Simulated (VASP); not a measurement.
# GaN (F-43m) in VASP: further runs

GaN is run at these levels: LDA, HSE06, PBE0; tasks: single point, relaxation of cell and atoms.

All numbers are computed with VASP 6.6.1; they aren't measurements. Logs are shortened: lines on timing, memory, paths and dates and some standing lists are left out, and cuts for length are marked.

## Step 1: The cell of the first run

Symmetry: F-43m, No. 216, cubic system. The conventional cell has a = 4.457 Å, b = 4.457 Å, c = 4.457 Å, α = 90.00°, β = 90.00°, γ = 90.00°. Ga (site symmetry -43m) has 4 N at 1.93 Å within 2.6 Å. N (site symmetry -43m) has 4 Ga at 1.93 Å within 2.6 Å.

## Step 2: Single point, LDA (volume scaled by 0.92)

Input file INCAR:

```
SYSTEM = GaN
PREC = Accurate
ENCUT = 520
EDIFF = 1E-6
ISMEAR = -5
SIGMA = 0.05
LREAL = .FALSE.
LASPH = .TRUE.
NELM = 80
ALGO = Normal
ISIF = 2
LWAVE = .FALSE.
LCHARG = .TRUE.
GGA = CA
LELF = .TRUE.
LVHAR = .TRUE.
NBANDS = 16
```

Input file KPOINTS:

```
regular mesh
0
G
  10 10 10
  0 0 0
```

Input file POSCAR:

```
GaN
1.0
    3.1514780743      0.0000000000      0.0000000000
    1.5757390372      2.7292600718      0.0000000000
    1.5757390372      0.9097533573      2.5731710725
Ga N
1 1
Direct
    0.0000000000      0.0000000000      0.0000000000
    0.2500000000      0.2500000000      0.2500000000
```

Potentials or basis: VASP PAW LDA potentials, release 64 (Ga_d, N).

Run with:

```
$ cat potpaw_LDA.64/Ga_d/POTCAR potpaw_LDA.64/N/POTCAR > POTCAR
$ mpirun -np 1 vasp_std > vasp.out
```

OUTCAR:

```text
SYSTEM = GaN
   PREC = Accurate
   ENCUT = 520
   EDIFF = 1E-6
   ISMEAR = -5
   LREAL = .FALSE.
   LASPH = .TRUE.
   NELM = 80
   ISIF = 2
   GGA = CA

 ion  position               nearest neighbor table
   1  0.000  0.000  0.000-   2 1.93   2 1.93   2 1.93   2 1.93
   2  0.250  0.250  0.250-   1 1.93   1 1.93   1 1.93   1 1.93

  LATTYP: Found a face centered cubic cell.
 ALAT       =     4.4568630342

  Lattice vectors:

 A1 = (   3.1514780743,   0.0000000000,   0.0000000000)
 A2 = (   1.5757390372,   2.7292600718,   0.0000000000)
 A3 = (   1.5757390372,   0.9097533573,   2.5731710725)

Analysis of symmetry for initial positions (statically):
=====================================================================
 Subroutine PRICEL returns:
 Original cell was already a primitive cell.

 Routine SETGRP: Setting up the symmetry group for a
 face centered cubic supercell.

 Subroutine GETGRP returns: Found 24 space group operations
 (whereof 24 operations were pure point group operations)
 out of a pool of 48 trial point group operations.

The static configuration has the point symmetry T_d .

Analysis of symmetry for dynamics (positions and initial velocities):
=====================================================================
 Subroutine PRICEL returns:
 Original cell was already a primitive cell.

 Routine SETGRP: Setting up the symmetry group for a
 face centered cubic supercell.

 Subroutine GETGRP returns: Found 24 space group operations
 (whereof 24 operations were pure point group operations)
 out of a pool of 48 trial point group operations.

The dynamic configuration has the point symmetry T_d .

 Subroutine INISYM returns: Found 24 space group operations
 (whereof 24 operations are pure point group operations),
 and found     1 'primitive' translations

----------------------------------------------------------------------------------------

                                     Primitive cell

  volume of cell :      22.1324

  direct lattice vectors                    reciprocal lattice vectors
     3.151478074  0.000000000  0.000000000     0.317311425 -0.183199837 -0.129541847
     1.575739037  2.729260072  0.000000000     0.000000000  0.366399674 -0.129541847
     1.575739037  0.909753357  2.573171073     0.000000000  0.000000000  0.388625541

  length of vectors
     3.151478074  3.151478074  3.151478074     0.388625541  0.388625541  0.388625541

  position of ions in fractional coordinates (direct lattice)
     0.000000000  0.000000000  0.000000000
     0.250000000  0.250000000  0.250000000

  ion indices of the primitive-cell ions
   primitive index   ion index
                 1           1
                 2           2

----------------------------------------------------------------------------------------

 KPOINTS: regular mesh

Automatic generation of k-mesh.
 Grid dimensions read from file:
 generate k-points for:   10   10   10

 Generating k-lattice:

  Cartesian coordinates                     Fractional coordinates (reciprocal lattice)
     0.031731143 -0.018319984 -0.012954185     0.100000000  0.000000000 -0.000000000
     0.000000000  0.036639967 -0.012954185     0.000000000  0.100000000  0.000000000
     0.000000000  0.000000000  0.038862554     0.000000000  0.000000000  0.100000000

  Length of vectors
     0.038862554  0.038862554  0.038862554

  Shift w.r.t. Gamma in fractional coordinates (k-lattice)
     0.000000000  0.000000000  0.000000000

 TETIRR: Found    148 inequivalent tetrahedra from     6000

 Subroutine IBZKPT returns following result:
 ===========================================

 Found     47 irreducible k-points:

 Following reciprocal coordinates:
            Coordinates               Weight
  0.000000  0.000000  0.000000      1.000000
  0.100000 -0.000000  0.000000      8.000000
  0.200000 -0.000000  0.000000      8.000000
  0.300000 -0.000000  0.000000      8.000000
  0.400000 -0.000000  0.000000      8.000000
  0.500000 -0.000000 -0.000000      4.000000
[... 16 lines left out ...]
  0.300000  0.300000  0.000000      6.000000
  0.400000  0.300000  0.000000     24.000000
 [... further k-points ...]
   k-points           NKPTS =     47   k-points in BZ     NKDIM =     47   number of bands    NBANDS=     16
   number of dos      NEDOS =    301   number of ions     NIONS =      2
   total plane-waves  NPLWV =  13824
   dimension x,y,z NGX =    24 NGY =   24 NGZ =   24
   dimension x,y,z NGXF=    48 NGYF=   48 NGZF=   48
   ions per type =               1   1
   NGX,Y,Z   is equivalent  to a cutoff of  12.66, 12.66, 12.66 a.u.
   NGXF,Y,Z  is equivalent  to a cutoff of  25.32, 25.32, 25.32 a.u.
 SYSTEM =  GaN
   PREC   = accura    normal or accurate (medium, high low for compatibility)
   ISTART =      0    job   : 0-new  1-cont  2-samecut
   ICHARG =      2    charge: 1-file 2-atom 10-const
   ISPIN  =      1    spin polarized calculation?
   LNONCOLLINEAR =      F non collinear calculations
   LSORBIT =      F    spin-orbit coupling
   LASPH  =      T    aspherical Exc in radial PAW
   ENCUT  =  520.0 eV  38.22 Ry    6.18 a.u.   5.86  5.86  5.86*2*pi/ulx,y,z
   NELM   =     80;   NELMIN=  2; NELMDL= -5     # of ELM steps
   EDIFF  = 0.1E-05   stopping-criterion for ELM
   LREAL  =      F    real-space projection
   EDIFFG = 0.1E-04   stopping-criterion for IOM
   NSW    =      0    number of steps for IOM
   IBRION =     -1    ionic relax: 0-MD 1-quasi-New 2-CG
   NFREE  =      0    steps in history (QN), initial steepest desc. (CG)
   ISIF   =      2    stress and relaxation
   ISYM   =      2    0-nonsym 1-usesym 2-fastsym
   POTIM  = 0.5000    time-step for ionic-motion
   TEBEG  =    0.0;   TEEND  =   0.0 temperature during run
   PSTRESS=    0.0 pullay stress
   NELECT =      18.0000    total number of electrons
   NUPDOWN=      -1.0000    fix difference up-down
   EMIN   =  10.00;   EMAX   =-10.00  energy-range for DOS
   EFERMI =   0.00;   METHOD = LEGACY
   ISMEAR =    -5;   SIGMA  =   0.05  broadening in eV -4-tet -1-fermi 0-gaus
   EFERMI_NEDOS =   21; number of points for ismear=-14 and -15
   IALGO  =     38    algorithm
   IMIX   =      4    mixing-type and parameters
     AMIX     =   0.40;   BMIX     =  1.00
     AMIX_MAG =   1.60;   BMIX_MAG =  1.00
  volume/ion in A,a.u.               =      11.07        74.68
  Fermi-wavevector in a.u.,A,eV,Ry     =   1.528116  2.887721 31.771496  2.335139
  Thomas-Fermi vector in A             =   2.635919
   LORBIT       =      0    0 simple, 1 ext, 2 COOP (PROOUT), +10 PAW based schemes
   GGA     = CA    functional components
   LHFCALC =     F    Hartree Fock is set to
   AEXX    =    0.0000 exact exchange contribution
   IVDW    =     0    specifies the selected vdW correction
   LEPSILON=     F    determine dielectric tensor
   LRPA    =     F    only Hartree local field effects (RPA)
 non-spin polarized calculation
 Fermi weights with tetrahedron method with Bloechl corrections
  energy-cutoff  :      520.00
  volume of cell :       22.13
 maximum number of plane-waves:       610
   NGX = 11   NGY = 11   NGZ = 11

 number of electron      18.0000015 magnetization

 Free energy of the ion-electron system (eV)
  ---------------------------------------------------
  ext. energy  EPLUGINS =         0.00000000
  ---------------------------------------------------
  free energy    TOTEN  =       -13.94394289 eV

  energy without entropy =      -13.94394289  energy(sigma->0) =      -13.94394289

 E-fermi :   5.4657     XC(G=0): -12.2984

 val. band max:        5.4080009136   @ k =   0.0000   0.0000   0.0000
 cond. band min:       7.3736571691   @ k =   0.0000   0.0000   0.0000
 fundamental gap:      1.9656562555
 Fermi energy:         5.4656639764

 k-point     1 :       0.0000    0.0000    0.0000
  band No.  band energies     occupation
      1     -10.6909      2.00000
      2      -8.1812      2.00000
      3      -8.1812      2.00000
      4      -8.1812      2.00000
      5      -7.8280      2.00000
      6      -7.8280      2.00000
[... 8 lines left out ...]
     15      24.3432      0.00000
     16      24.3432      0.00000

 k-point     2 :       0.1000   -0.0000    0.0000
  band No.  band energies     occupation
      1     -10.5713      2.00000
      2      -8.1662      2.00000
      3      -8.1662      2.00000
      4      -8.1432      2.00000
      5      -7.8295      2.00000
      6      -7.8295      2.00000
[... 8 lines left out ...]
     15      23.0620      0.00000
     16      23.0620      0.00000

 k-point     3 :       0.2000   -0.0000    0.0000
  band No.  band energies     occupation
      1     -10.2703      2.00000
      2      -8.1315      2.00000
      3      -8.1315      2.00000
      4      -7.9770      2.00000
      5      -7.8284      2.00000
      6      -7.8284      2.00000
[... 8 lines left out ...]
     15      22.2870      0.00000
     16      22.2870      0.00000

 k-point     4 :       0.3000   -0.0000    0.0000
  band No.  band energies     occupation
      1      -9.9537      2.00000
      2      -8.1007      2.00000
      3      -8.1007      2.00000
      4      -7.8135      2.00000
      5      -7.8135      2.00000
      6      -7.5514      2.00000
[... 8 lines left out ...]
     15      22.7942      0.00000
     16      22.7942      0.00000

 k-point     5 :       0.4000   -0.0000    0.0000
  band No.  band energies     occupation
      1      -9.7704      2.00000
      2      -8.0876      2.00000
      3      -8.0876      2.00000
      4      -7.7886      2.00000
      5      -7.7886      2.00000
      6      -6.8696      2.00000
[... 8 lines left out ...]
     15      24.2366      0.00000
     16      24.2366      0.00000

 k-point     6 :       0.5000   -0.0000   -0.0000
  band No.  band energies     occupation
      1      -9.7190      2.00000
      2      -8.0853      2.00000
      3      -8.0853      2.00000
      4      -7.7761      2.00000
      5      -7.7761      2.00000
      6      -6.4489      2.00000
[... 8 lines left out ...]
     15      25.2680      0.00000
     16      25.2680      0.00000

 k-point     7 :       0.1000    0.1000    0.0000
  band No.  band energies     occupation
      1     -10.5320      2.00000
      2      -8.1529      2.00000
      3      -8.1529      2.00000
      4      -8.1478      2.00000
      5      -7.8396      2.00000
      6      -7.8199      2.00000
[... 8 lines left out ...]
     15      24.6473      0.00000
     16      25.0643      0.00000

 k-point     8 :       0.2000    0.1000    0.0000
  band No.  band energies     occupation
      1     -10.2929      2.00000
      2      -8.1315      2.00000
      3      -8.1169      2.00000
      4      -8.0340      2.00000
      5      -7.8380      2.00000
      6      -7.8119      2.00000
[... 8 lines left out ...]
     15      24.1444      0.00000
     16      24.2851      0.00000

 k-point     9 :       0.3000    0.1000    0.0000
  band No.  band energies     occupation
      1      -9.9862      2.00000
      2      -8.1033      2.00000
      3      -8.0815      2.00000
      4      -7.8858      2.00000
      5      -7.7980      2.00000
      6      -7.6333      2.00000
[... 8 lines left out ...]
     15      23.2952      0.00000
     16      24.2636      0.00000
[... 172 lines left out ...]
 k-point    19 :       0.5000    0.2000    0.0000
  band No.  band energies     occupation
      1      -9.6384      2.00000
      2      -8.0695      2.00000
      3      -7.9997      2.00000
      4      -7.8769      2.00000
      5      -7.7717      2.00000
      6      -6.3418      2.00000
[... 8 lines left out ...]
     15      25.8484      0.00000
     16      26.2627      0.00000

 k-point    20 :      -0.4000    0.2000   -0.0000
  band No.  band energies     occupation
      1      -9.6312      2.00000
      2      -8.0748      2.00000
      3      -8.0064      2.00000
      4      -7.8427      2.00000
      5      -7.7987      2.00000
      6      -6.1945      2.00000
[... 8 lines left out ...]
     15      24.2273      0.00000
     16      25.9027      0.00000

 k-point    21 :      -0.3000    0.2000   -0.0000
  band No.  band energies     occupation
      1      -9.6963      2.00000
      2      -8.0762      2.00000
      3      -8.0260      2.00000
      4      -7.8361      2.00000
      5      -7.8349      2.00000
      6      -6.7303      2.00000
[... 8 lines left out ...]
     15      22.8564      0.00000
     16      26.2690      0.00000

 k-point    22 :      -0.2000    0.2000   -0.0000
  band No.  band energies     occupation
      1      -9.8566      2.00000
      2      -8.0840      2.00000
      3      -8.0663      2.00000
      4      -7.8534      2.00000
      5      -7.8470      2.00000
      6      -7.3557      2.00000
[... 8 lines left out ...]
     15      22.8962      0.00000
     16      26.1867      0.00000

 k-point    23 :       0.3000    0.3000    0.0000
  band No.  band energies     occupation
      1      -9.7656      2.00000
      2      -8.0284      2.00000
      3      -7.9720      2.00000
      4      -7.9720      2.00000
      5      -7.7725      2.00000
      6      -7.3396      2.00000
[... 8 lines left out ...]
     15      27.7105      0.00000
     16      28.2910      0.00000

 k-point    24 :       0.4000    0.3000    0.0000
  band No.  band energies     occupation
      1      -9.6466      2.00000
      2      -8.0470      2.00000
      3      -7.9348      2.00000
      4      -7.9335      2.00000
      5      -7.7613      2.00000
      6      -6.8350      2.00000
[... 8 lines left out ...]
     15      28.0989      0.00000
     16      28.1274      0.00000

 [... further k-points ...]
[... 5 lines left out ...]
  --------------------------------------------------------------------------------------
  -------------------------------------------------------------------------------------
  Total        0.1270140      0.1270140      0.1270140      0.0000000      0.0000000      0.0000000
  in kB        9.1946277      9.1946277      9.1946277      0.0000000      0.0000000      0.0000000
  external PRESSURE =       9.1946277 kB  Pullay stress =       0.0000000 kB

 VOLUME and BASIS-vectors are now :
 -----------------------------------------------------------------------------
  energy-cutoff  :      520.00
  volume of cell :       22.13
      direct lattice vectors                 reciprocal lattice vectors
     3.151478074  0.000000000  0.000000000     0.317311425 -0.183199837 -0.129541847
     1.575739037  2.729260072  0.000000000     0.000000000  0.366399674 -0.129541847
     1.575739037  0.909753357  2.573171073     0.000000000  0.000000000  0.388625541

 POSITION                                       TOTAL-FORCE (eV/Angst)
 -----------------------------------------------------------------------------------
      0.00000      0.00000      0.00000        -0.000000     -0.000000      0.000000
      1.57574      0.90975      0.64329         0.000000      0.000000     -0.000000
 -----------------------------------------------------------------------------------
    total drift:                                0.000003      0.000002      0.000001

  FREE ENERGIE OF THE ION-ELECTRON SYSTEM (eV)
  ---------------------------------------------------
  free  energy   TOTEN  =       -13.9439428924 eV

  energy  without entropy=      -13.9439428924  energy(sigma->0) =      -13.94394289
```

It took 26 s on 1 thread of AMD EPYC 7R43 (Zen 3), shared host; peak memory 0.1 GiB.

What came out:

- Free energy: -13.9439 eV
- Pressure: 0.9 GPa
- Band gap on the k mesh: 1.97 eV, direct

Levels at points of the mesh, in eV from the valence-band top:
| k point | band 7 | band 8 | band 9 | band 10 | band 11 | band 12 |
| --- | --- | --- | --- | --- | --- | --- |
| (0.00, 0.00, 0.00) | 0.00 | 0.00 | 0.00 | 1.97 | 10.32 | 10.32 |
| (0.50, 0.00, 0.00) | -7.34 | -1.02 | -1.02 | 4.77 | 8.76 | 10.38 |
| (0.50, 0.50, 0.00) | -6.34 | -2.85 | -2.85 | 3.26 | 6.68 | 11.74 |

(Continued in part 2 of 2.)
